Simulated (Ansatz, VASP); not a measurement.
## Mg3Cd2Te5 in VASP and in Ansatz

```
Mg Cd Te
1.0
     0.00000   -4.64031    0.00000
     4.64031    0.00000    0.00000
    -2.32016    2.32016   16.33202
Mg Cd Te
3 2 5
Direct
  0.70069 0.70069 0.40139
  0.29931 0.29931 0.59861
  0.50000 0.50000 0.00000
  0.89964 0.89964 0.79928
  0.10036 0.10036 0.20072
  0.34829 0.84829 0.69658
  0.95101 0.45101 0.90202
  0.54899 0.04899 0.09798
  0.15171 0.65171 0.30342
  0.75000 0.25000 0.50000
```

Alike in both runs: task single point; functional PBE; k mesh 4 × 4 × 4; occupations gaussian, width 0.1 eV; no spin polarisation.

|  | VASP | Ansatz |
| --- | --- | --- |
| version | VASP 6.6.1 | Ansatz 0.2.0 |
| potentials or method | VASP PAW PBE potentials, release 64 (Mg, Cd, Te), cutoff 520 eV | scalar-relativistic, plane waves, PAW |
| valence electrons in the cell | 60 | 150 |

```tsv
	VASP	Ansatz	Ansatz less VASP
gap on the k mesh at the Fermi level (eV)	1.52	1.52	+0.005
least direct gap on the mesh (eV)	1.52	1.52	+0.005
pressure (GPa)	0.1	0.0	-0.03
traceless stress, the component that is largest in VASP (GPa)	-0.11	-0.11	0.000
rms of the force components (eV/Å)	0.011	0.004	-0.0062
```

Atom by atom the forces differ by 0.006 eV/Å (rms over components). The functional is the same, so the differences come from potentials, cutoffs and numerics. VASP's potentials hold 60 valence electrons a cell and Ansatz's 150, so a difference there can come from the potentials and not from the codes.

Neither program's run includes spin-orbit coupling.
